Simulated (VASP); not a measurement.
# As (C2/c) in VASP: notebook

Runs on As. Level: PBEsol. Tasks: single point.

All numbers are computed with VASP 6.6.1; they aren't measurements. Logs are shortened: lines on timing, memory, paths and dates and some standing lists are left out, and cuts for length are marked.

## 1. The cell of the first run

It takes space group C2/c (No. 15, monoclinic). The conventional cell has a = 2.722 Å, b = 7.767 Å, c = 3.596 Å, α = 90.00°, β = 90.12°, γ = 90.00°. As (site symmetry 2) has 8 As at 2.41 to 3.20 Å within 3.3 Å.

## 2. Single point, PBEsol (19.01 Å³/atom)

INCAR reads:

```
SYSTEM = As
ALGO = Normal
EDIFF = 1E-7
ENCUT = 520
GGA = PS
ISIF = 2
ISMEAR = -1
LASPH = .True.
LCHARG = .True.
LELF = .True.
LREAL = .False.
LVHAR = .True.
LWAVE = .False.
NBANDS = 12
NELM = 100
PREC = Accurate
SIGMA = 0.1
```

KPOINTS reads:

```
k-points
0
Gamma
  16 16 10
  0 0 0
```

POSCAR reads:

```
As
1.0
   -2.9257273378      2.5663424529      1.3372382335
    2.5663424529     -2.9257273378      1.3372382335
    2.8562834949      2.8562834949     -1.9954523083
As
2
Direct
    0.0213414237      0.9786585763      0.0000000000
    0.7286585763      0.2713414237      0.5000000000
```

Potentials or basis: VASP PAW PBE potentials, release 64 (As).

Run with:

```sh
cat potpaw_PBE.64/As/POTCAR > POTCAR
mpirun -np 1 vasp_std > vasp.out
```

OUTCAR:

```text
SYSTEM = As
   EDIFF = 1E-7
   ENCUT = 520
   GGA = PS
   ISIF = 2
   ISMEAR = -1
   LASPH = .True.
   LREAL = .False.
   NELM = 100
   PREC = Accurate

 ion  position               nearest neighbor table
   1  0.021  0.979  0.000-   2 2.41   2 2.41
   2  0.729  0.271  0.500-   1 2.41   1 2.41

  Warning from LATTYP: Got some problem with cell dimensions!
  Tried to take original basis but could not verify dimensions!
  LATTYP: Found a base centered monoclinic cell.
 ALAT       =     2.7223407875
 B/A-ratio  =     2.8530445634
 C/A-ratio  =     1.3208639935
 COS(beta)  =    -0.0021798611

  Lattice vectors:

 A1 = (   2.9257273378,  -2.5663424529,  -1.3372382335)
 A2 = (  -2.5663424529,   2.9257273378,  -1.3372382335)
 A3 = (   2.4968986100,   2.4968986100,   0.6790241587)

Analysis of symmetry for initial positions (statically):
=====================================================================
 Subroutine PRICEL returns:
 Original cell was already a primitive cell.

 Routine SETGRP: Setting up the symmetry group for a
 base centered monoclinic supercell.

 Subroutine GETGRP returns: Found  4 space group operations
 (whereof  2 operations were pure point group operations)
 out of a pool of  4 trial point group operations.

The static configuration has the point symmetry C_2 .
 The point group associated with its full space group is C_2h.

Analysis of symmetry for dynamics (positions and initial velocities):
=====================================================================
 Subroutine PRICEL returns:
 Original cell was already a primitive cell.

 Routine SETGRP: Setting up the symmetry group for a
 base centered monoclinic supercell.

 Subroutine GETGRP returns: Found  4 space group operations
 (whereof  2 operations were pure point group operations)
 out of a pool of  4 trial point group operations.

The dynamic configuration has the point symmetry C_2 .
 The point group associated with its full space group is C_2h.

 Subroutine INISYM returns: Found  4 space group operations
 (whereof  2 operations are pure point group operations),
 and found     1 'primitive' translations

----------------------------------------------------------------------------------------

                                     Primitive cell

  volume of cell :      38.0157

  direct lattice vectors                    reciprocal lattice vectors
    -2.925727338  2.566342453  1.337238233     0.053099571  0.235180287  0.412642787
     2.566342453 -2.925727338  1.337238233     0.235180287  0.053099571  0.412642787
     2.856283495  2.856283495 -1.995452308     0.193188706  0.193188706  0.051919769

  length of vectors
     4.115118484  4.115118484  4.505390185     0.477915685  0.477915685  0.278099649

  position of ions in fractional coordinates (direct lattice)
     0.021341424  0.978658576  0.000000000
     0.728658576  0.271341424  0.500000000

  ion indices of the primitive-cell ions
   primitive index   ion index
                 1           1
                 2           2

----------------------------------------------------------------------------------------

 KPOINTS: k-points

Automatic generation of k-mesh.
 Grid dimensions read from file:
 generate k-points for:   16   16   10

 Generating k-lattice:

  Cartesian coordinates                     Fractional coordinates (reciprocal lattice)
     0.003318723  0.014698768  0.025790174     0.062500000  0.000000000  0.000000000
     0.014698768  0.003318723  0.025790174     0.000000000  0.062500000  0.000000000
     0.019318871  0.019318871  0.005191977     0.000000000  0.000000000  0.100000000

  Length of vectors
     0.029869730  0.029869730  0.027809965

  Shift w.r.t. Gamma in fractional coordinates (k-lattice)
     0.000000000  0.000000000  0.000000000

 Subroutine IBZKPT returns following result:
 ===========================================

 Found    690 irreducible k-points:

 Following reciprocal coordinates:
            Coordinates               Weight
  0.000000  0.000000  0.000000      1.000000
  0.062500  0.000000 -0.000000      4.000000
  0.125000  0.000000 -0.000000      4.000000
  0.187500 -0.000000  0.000000      4.000000
  0.250000  0.000000 -0.000000      4.000000
  0.312500 -0.000000  0.000000      4.000000
[... 16 lines left out ...]
 -0.125000  0.062500  0.000000      4.000000
 -0.062500  0.062500  0.000000      2.000000
 [... further k-points ...]
   k-points           NKPTS =    690   k-points in BZ     NKDIM =    690   number of bands    NBANDS=     12
   number of dos      NEDOS =    301   number of ions     NIONS =      2
   total plane-waves  NPLWV =  36864
   dimension x,y,z NGX =    32 NGY =   32 NGZ =   36
   dimension x,y,z NGXF=    64 NGYF=   64 NGZF=   72
   ions per type =               2
   NGX,Y,Z   is equivalent  to a cutoff of  12.93, 12.93, 13.28 a.u.
   NGXF,Y,Z  is equivalent  to a cutoff of  25.86, 25.86, 26.57 a.u.
 SYSTEM =  As
   PREC   = accura    normal or accurate (medium, high low for compatibility)
   ISTART =      0    job   : 0-new  1-cont  2-samecut
   ICHARG =      2    charge: 1-file 2-atom 10-const
   ISPIN  =      1    spin polarized calculation?
   LNONCOLLINEAR =      F non collinear calculations
   LSORBIT =      F    spin-orbit coupling
   LASPH  =      T    aspherical Exc in radial PAW
   ENCUT  =  520.0 eV  38.22 Ry    6.18 a.u.   7.65  7.65  8.38*2*pi/ulx,y,z
   NELM   =    100;   NELMIN=  2; NELMDL= -5     # of ELM steps
   EDIFF  = 0.1E-06   stopping-criterion for ELM
   LREAL  =      F    real-space projection
   EDIFFG = 0.1E-05   stopping-criterion for IOM
   NSW    =      0    number of steps for IOM
   IBRION =     -1    ionic relax: 0-MD 1-quasi-New 2-CG
   NFREE  =      0    steps in history (QN), initial steepest desc. (CG)
   ISIF   =      2    stress and relaxation
   ISYM   =      2    0-nonsym 1-usesym 2-fastsym
   POTIM  = 0.5000    time-step for ionic-motion
   TEBEG  =    0.0;   TEEND  =   0.0 temperature during run
   PSTRESS=    0.0 pullay stress
   NELECT =      10.0000    total number of electrons
   NUPDOWN=      -1.0000    fix difference up-down
   EMIN   =  10.00;   EMAX   =-10.00  energy-range for DOS
   EFERMI =   0.00;   METHOD = LEGACY
   ISMEAR =    -1;   SIGMA  =   0.10  broadening in eV -4-tet -1-fermi 0-gaus
   EFERMI_NEDOS =   21; number of points for ismear=-14 and -15
   IALGO  =     38    algorithm
   IMIX   =      4    mixing-type and parameters
     AMIX     =   0.40;   BMIX     =  1.00
     AMIX_MAG =   1.60;   BMIX_MAG =  1.00
  volume/ion in A,a.u.               =      19.01       128.27
  Fermi-wavevector in a.u.,A,eV,Ry     =   1.048948  1.982224 14.970369  1.100291
  Thomas-Fermi vector in A             =   2.183890
   LORBIT       =      0    0 simple, 1 ext, 2 COOP (PROOUT), +10 PAW based schemes
   GGA     = PS    functional components
   LHFCALC =     F    Hartree Fock is set to
   AEXX    =    0.0000 exact exchange contribution
   IVDW    =     0    specifies the selected vdW correction
   LEPSILON=     F    determine dielectric tensor
   LRPA    =     F    only Hartree local field effects (RPA)
 non-spin polarized calculation
  energy-cutoff  :      520.00
  volume of cell :       38.02
 maximum number of plane-waves:      1046
   NGX = 15   NGY = 15   NGZ = 17

 number of electron      10.0000000 magnetization

 Free energy of the ion-electron system (eV)
  ---------------------------------------------------
  ext. energy  EPLUGINS =         0.00000000
  ---------------------------------------------------
  free energy    TOTEN  =        -9.92220609 eV

  energy without entropy =       -9.90040155  energy(sigma->0) =       -9.91130382

 E-fermi :   6.3491     XC(G=0): -10.7070

 val. band max:        6.3329847377   @ k =  -0.4375   0.1250   0.1000
 cond. band min:       6.3493703960   @ k =  -0.0625   0.1250   0.3000
 fundamental gap:      0.0163856583
 Fermi energy:         6.3490960586

 k-point     1 :       0.0000    0.0000    0.0000
  band No.  band energies     occupation
      1      -9.3365      2.00000
      2      -1.8617      2.00000
      3       1.7910      2.00000
      4       2.1931      2.00000
      5       7.5685      0.00001
      6      10.6956      0.00000
      7      10.8722      0.00000
      8      12.2272      0.00000
      9      12.9770      0.00000
     10      15.3254      0.00000
     11      15.5607      0.00000
     12      17.3971      0.00000

 k-point     2 :       0.0625    0.0000   -0.0000
  band No.  band energies     occupation
      1      -9.2152      2.00000
      2      -1.9855      2.00000
      3       1.8684      2.00000
      4       2.3304      2.00000
      5       7.8829      0.00000
      6       9.8420      0.00000
      7      10.5585      0.00000
      8      11.6624      0.00000
      9      12.4749      0.00000
     10      15.9569      0.00000
     11      16.3214      0.00000
     12      18.0325      0.00000

 k-point     3 :       0.1250    0.0000   -0.0000
  band No.  band energies     occupation
      1      -8.8528      2.00000
      2      -2.2629      2.00000
      3       1.8274      2.00000
      4       2.9795      2.00000
      5       8.1907      0.00000
      6       8.5222      0.00000
      7       9.8594      0.00000
      8      10.5222      0.00000
      9      11.8849      0.00000
     10      16.8807      0.00000
     11      18.1481      0.00000
     12      18.9225      0.00000

 k-point     4 :       0.1875   -0.0000    0.0000
  band No.  band energies     occupation
      1      -8.2554      2.00000
      2      -2.5479      2.00000
      3       1.8030      2.00000
      4       3.8932      2.00000
      5       6.4870      0.40220
      6       8.2046      0.00000
      7       8.8381      0.00000
      8      10.5660      0.00000
      9      11.8600      0.00000
     10      16.2137      0.00000
     11      17.8969      0.00000
     12      18.4183      0.00000

 k-point     5 :       0.2500    0.0000   -0.0000
  band No.  band energies     occupation
      1      -7.4354      2.00000
      2      -2.7557      2.00000
      3       1.8926      2.00000
      4       4.4772      2.00000
      5       5.1461      1.99999
      6       7.1352      0.00077
      7       7.8910      0.00000
      8      11.0690      0.00000
      9      12.7342      0.00000
     10      14.0755      0.00000
     11      16.2518      0.00000
     12      19.1714      0.00000
[... 228 lines left out ...]
      1      -8.1453      2.00000
      2      -2.7715      2.00000
      3       1.3756      2.00000
      4       4.5937      2.00000
      5       6.2358      1.51267
      6       7.6780      0.00000
      7       8.9864      0.00000
      8      10.9265      0.00000
      9      12.6097      0.00000
     10      16.0574      0.00000
     11      17.4887      0.00000
     12      18.8668      0.00000

 k-point    22 :      -0.1875    0.0625   -0.0000
  band No.  band energies     occupation
      1      -8.7673      2.00000
      2      -2.5624      2.00000
      3       1.5302      2.00000
      4       3.6717      2.00000
      5       7.9813      0.00000
      6       8.1824      0.00000
      7       9.6282      0.00000
      8      10.8568      0.00000
      9      12.4171      0.00000
     10      16.5404      0.00000
     11      18.3833      0.00000
     12      18.8197      0.00000

 k-point    23 :      -0.1250    0.0625    0.0000
  band No.  band energies     occupation
      1      -9.1570      2.00000
      2      -2.2919      2.00000
      3       1.8084      2.00000
      4       2.7418      2.00000
      5       7.9570      0.00000
      6       9.7000      0.00000
      7      10.0394      0.00000
      8      11.8396      0.00000
      9      12.6135      0.00000
     10      15.8759      0.00000
     11      16.6575      0.00000
     12      18.4269      0.00000

 k-point    24 :      -0.0625    0.0625    0.0000
  band No.  band energies     occupation
      1      -9.3072      2.00000
      2      -2.0502      2.00000
      3       1.9634      2.00000
      4       2.2242      2.00000
      5       7.6360      0.00001
      6      10.6236      0.00000
      7      10.6349      0.00000
      8      12.0659      0.00000
      9      13.0777      0.00000
     10      15.3199      0.00000
     11      15.8742      0.00000
     12      17.5818      0.00000

 [... further k-points ...]
[... 5 lines left out ...]
  --------------------------------------------------------------------------------------
  -------------------------------------------------------------------------------------
  Total        2.0222739      2.0222739      2.0547813      0.2142554      0.0291477      0.0291477
  in kB       85.2290125     85.2290125     86.5990437      9.0298224      1.2284327      1.2284333
  external PRESSURE =      85.6856896 kB  Pullay stress =       0.0000000 kB

 VOLUME and BASIS-vectors are now :
 -----------------------------------------------------------------------------
  energy-cutoff  :      520.00
  volume of cell :       38.02
      direct lattice vectors                 reciprocal lattice vectors
    -2.925727338  2.566342453  1.337238233     0.053099571  0.235180287  0.412642787
     2.566342453 -2.925727338  1.337238233     0.235180287  0.053099571  0.412642787
     2.856283495  2.856283495 -1.995452308     0.193188706  0.193188706  0.051919769

 POSITION                                       TOTAL-FORCE (eV/Angst)
 -----------------------------------------------------------------------------------
      2.44913     -2.80852      1.33724         0.482598     -0.482598     -0.000000
     -0.00736      2.50426      0.33951        -0.482598      0.482598      0.000000
 -----------------------------------------------------------------------------------
    total drift:                                0.000000     -0.000000      0.000000

  FREE ENERGIE OF THE ION-ELECTRON SYSTEM (eV)
  ---------------------------------------------------
  free  energy   TOTEN  =        -9.9222060878 eV

  energy  without entropy=       -9.9004015515  energy(sigma->0) =       -9.91130382
```

Run time: 1.9 min. Hardware: 1 thread of Intel Xeon 6975P-C (Granite Rapids), shared host; peak memory 0.39 GiB.

What came out:

| Quantity | Value |
| --- | --- |
| Free energy | -9.9222 eV |
| Pressure | 8.6 GPa |
| Largest force | 0.682 eV/Å |
| Band gap on the k mesh | zero (bands 5 and 6 overlap by 8.80 eV) |

Forces on the atoms (eV/Å):
```
As   0.483 -0.483  0.000
As  -0.483  0.483  0.000
```

Caveat: the cell stands under pressure; the PAW data sets were made with another functional, which shifts forces and pressure a little.

## 3. Single point, PBEsol

This run uses another cell than the first one, of 20.66 Å³/atom.

INCAR reads:

```
PREC     = Accurate       # precision mode
ENCUT    = 520            # plane-wave cutoff, eV
EDIFF    = 1E-6           # SCF threshold, eV
ISMEAR   = -1             # smearing method
SIGMA    = 0.1            # smearing width, eV
LREAL    = F              # projectors in reciprocal space
LASPH    = T              # aspherical terms in the spheres
NELM     = 60             # most SCF steps
ALGO     = Normal         # electronic algorithm
ISIF     = 2              # what is computed and relaxed
LWAVE    = F              # write WAVECAR
LCHARG   = F              # write CHGCAR
GGA      = PS             # functional
ISYM     = 0            
NBANDS   = 12             # bands
```

KPOINTS reads:

```
Automatic mesh
0
Gamma
  13 13 9
```

POSCAR reads:

```
As
1.0
   -3.0081852258      2.6386715370      1.3749265850
    2.6386715370     -3.0081852258      1.3749265850
    2.9367841969      2.9367841969     -2.0516915828
As
2
Direct
    0.0213414237      0.9786585763      0.0000000000
    0.7286585763      0.2713414237      0.5000000000
```

Potentials or basis: VASP PAW PBE potentials, release 64 (As).

Run with:

```sh
cat potpaw_PBE.64/As/POTCAR > POTCAR
mpirun -np 1 vasp_std > vasp.out
```

Run time: 1.8 min. Hardware: 1 thread of Intel Xeon 6975P-C (Granite Rapids), shared host; peak memory 0.43 GiB.

Results (log left out):

```
Free energy            : -10.0100 eV
Pressure               : 0.4 GPa
Largest force          : 0.066 eV/Å
Band gap on the k mesh : zero (bands 5 and 6 overlap by 7.86 eV)
```

Forces on the atoms (eV/Å):
```
As   0.047 -0.047  0.000
As  -0.047  0.047  0.000
```

Stress tensor (GPa, compression positive):
```
0.46 0.04 0.03
0.04 0.46 0.03
0.03 0.03 0.25
```

Levels at points of the mesh, in eV from the Fermi level:
| k point | band 3 | band 4 | band 5 | band 6 | band 7 | band 8 |
| --- | --- | --- | --- | --- | --- | --- |
| (0.00, 0.00, 0.00) | -4.13 | -3.79 | 1.45 | 3.99 | 4.18 | 5.63 |

Caveat: the PAW data sets were made with another functional, which shifts forces and pressure a little.
